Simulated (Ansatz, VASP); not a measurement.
Two plane-wave programs on CdS

```
Cd S
1.0
     4.26117    0.00000    0.00000
    -2.13058    3.69028    0.00000
     0.00000    0.00000    5.80417
Cd S
1 1
Direct
  0.00000 0.00000 0.44269
  0.66667 0.33333 0.43431
```

Alike in both runs: functional PBE; k mesh 5 × 5 × 4; occupations fermi-dirac, width 0.05 eV; non-collinear spin, spin-orbit coupling.

|  | VASP | Ansatz |
| --- | --- | --- |
| version | VASP 6.6.1 | Ansatz 0.2.0 |
| potentials or method | VASP PAW PBE potentials, release 64 (Cd, S) | Ansatz PAW |
| plane-wave cutoff (eV) | 520 | 420 |
| valence electrons in the cell | 18 | 26 |
| task | single point | band structure |

Ansatz gave:

| Quantity | Value |
| --- | --- |
| pressure (GPa) | -0.3 |
| traceless stress, the component that is largest in VASP (GPa) | 0.27 |
| net moment per atom (μB) | 0.00 |

**Question.** What did VASP give for the same quantities?

**Answer.** Pressure (GPa): -0.1; traceless stress, the component that is largest in VASP (GPa): 0.07; net moment per atom (μB): 0.00.

VASP's potentials hold 18 valence electrons a cell and Ansatz's 26, so a difference there can come from the potentials and not from the codes.
